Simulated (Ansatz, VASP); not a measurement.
One calculation of ScTa3F, two programs

Contents of INCAR:

```
PREC = Accurate
ENCUT = 520
EDIFF = 1E-6
ISMEAR = 0
SIGMA = 0.1
LREAL = False
LASPH = True
NELM = 60
ALGO = Normal
ISIF = 2
LWAVE = False
LCHARG = False
GGA = PE
NBANDS = 34
```

KPOINTS

```
Automatic mesh
0
Gamma
  4 4 4
```

The input POSCAR:

```
ScTa3F
1.0
    4.0269344000      0.0000000000      0.0000000000
    0.0000000000      4.0269344000      0.0000000000
    0.0000000000      0.0000000000      6.0119049800
Sc Ta F
1 3 1
Direct
    0.0000000000      0.0000000000      0.5000000000
    0.5000000000      0.5000000000      0.2154877700
    0.5000000000      0.5000000000      0.7845122300
    0.0000000000      0.0000000000      0.0000000000
    0.5000000000      0.5000000000      0.5000000000
```

Input for Ansatz:

```yaml
crystal:
  lattice:
    - [4.0269344, 0.0, 0.0]
    - [0.0, 4.0269344, 0.0]
    - [0.0, 0.0, 6.01190498]
  atoms:
    - { symbol: Sc, position: [0.0, 0.0, 0.5] }
    - { symbol: Ta, position: [0.5, 0.5, 0.21548777] }
    - { symbol: Ta, position: [0.5, 0.5, 0.78451223] }
    - { symbol: Ta, position: [0.0, 0.0, 0.0] }
    - { symbol: F, position: [0.5, 0.5, 0.5] }
basis:
  ecutwfc: 420
kpoints:
  mp_grid: { grid: [4, 4, 4] }
hamiltonian:
  xc: pbe
scf:
  occupations: { method: gaussian, width: 0.1 }
  lower_state_search: "off"
output:
  forces: true
  stress: true
  eigenvalues: true
```

Alike in both runs: task single point; functional PBE; k mesh 4 × 4 × 4; occupations gaussian, width 0.1 eV; no spin polarisation.

|  | VASP | Ansatz |
| --- | --- | --- |
| version | VASP 6.6.1 | Ansatz 0.2.0 |
| potentials or method | VASP PAW PBE potentials, release 64 (Sc_sv, Ta_pv, F), cutoff 520 eV | scalar-relativistic, plane waves, PAW |
| valence electrons in the cell | 51 | 57 |

VASP gave:

* gap on the k mesh at the Fermi level (eV): none
* pressure (GPa): 13.5
* traceless stress, the component that is largest in VASP (GPa): 59.98
* rms of the force components (eV/Å): 4.522

Q: Which values does Ansatz return?

A: gap on the k mesh at the Fermi level (eV): none; pressure (GPa): 13.2; traceless stress, the component that is largest in VASP (GPa): 59.14; rms of the force components (eV/Å): 4.458.

Atom by atom the forces differ by 0.063 eV/Å (rms over components). A gap of «none» marks a metal or a gap that the smearing closes. The functional is the same, so the differences come from potentials, cutoffs and numerics. VASP's potentials hold 51 valence electrons a cell and Ansatz's 57, so a difference there can come from the potentials and not from the codes.

The k mesh is coarse, so the values compare programs but aren't converged. Spin-orbit coupling is off throughout.
